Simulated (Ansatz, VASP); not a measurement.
**Two plane-wave programs on Cu**

File INCAR:

```
PREC = Accurate
ENCUT = 520
EDIFF = 1E-6
ISMEAR = 0
SIGMA = 0.1
LREAL = F
LASPH = T
NELM = 60
ALGO = Normal
ISIF = 2
LWAVE = F
LCHARG = F
LDIPOL = T
IDIPOL = 3
DIPOL = 0.5 0.5 0.500
GGA = PE
NBANDS = 42
```

The input KPOINTS:

```
regular mesh
0
Gamma
  15 15 1
```

Contents of POSCAR:

```
Cu
1.0
    2.5666196055      0.0000000000      0.0000000000
   -1.2833098028      2.2227577802      0.0000000000
    0.0000000000      0.0000000000     25.4781806622
Cu
6
Direct
    0.6666666667      0.3333333333      0.2943695274
    0.3333333333      0.6666666667      0.3766217164
    0.0000000000      0.0000000000      0.4588739055
    0.6666666667      0.3333333333      0.5411260945
    0.3333333333      0.6666666667      0.6233782836
    0.0000000000      0.0000000000      0.7056304726
```

Input for Ansatz:

```yaml
crystal:
  lattice:
    - [2.5666196055, 0.0, 0.0]
    - [-1.2833098028, 2.2227577802, 0.0]
    - [0.0, 0.0, 25.4781806622]
  atoms:
    - { symbol: Cu, position: [0.6666666667, 0.3333333333, 0.2943695274] }
    - { symbol: Cu, position: [0.3333333333, 0.6666666667, 0.3766217164] }
    - { symbol: Cu, position: [0.0, 0.0, 0.4588739055] }
    - { symbol: Cu, position: [0.6666666667, 0.3333333333, 0.5411260945] }
    - { symbol: Cu, position: [0.3333333333, 0.6666666667, 0.6233782836] }
    - { symbol: Cu, position: [0.0, 0.0, 0.7056304726] }
basis:
  ecutwfc: 420
kpoints:
  mp_grid: { grid: [15, 15, 1] }
hamiltonian:
  xc: pbe
scf:
  occupations: { method: gaussian, width: 0.1 }
output:
  forces: true
  stress: true
  eigenvalues: true
  write_density: true
  write_potential: true
  elf: true
  volumetric_format: npy
efield:
  axis: 3
  dipole_correction: true
  ramp_width: 0.04
```

Alike in both runs: task single point; functional PBE; k mesh 15 × 15 × 1; occupations gaussian, width 0.1 eV; no spin polarisation.

|  | VASP | Ansatz |
| --- | --- | --- |
| version | VASP 6.6.1 | Ansatz 0.2.0 |
| potentials or method | VASP PAW PBE potentials, release 64 (Cu), cutoff 520 eV | scalar-relativistic, plane waves, PAW |
| valence electrons in the cell | 66 | 114 |

```tsv
	VASP	Ansatz	Ansatz less VASP
gap on the k mesh at the Fermi level (eV)	none	none	-
rms of the force components (eV/Å)	0.027	0.030	+0.0031
```

Atom by atom the forces differ by 0.006 eV/Å (rms over components). A gap of «none» marks a metal or a gap that the smearing closes. The functional is the same, so the differences come from potentials, cutoffs and numerics. VASP's potentials hold 66 valence electrons a cell and Ansatz's 114, so a difference there can come from the potentials and not from the codes. Ansatz's warnings: xc potential rough in thin density.
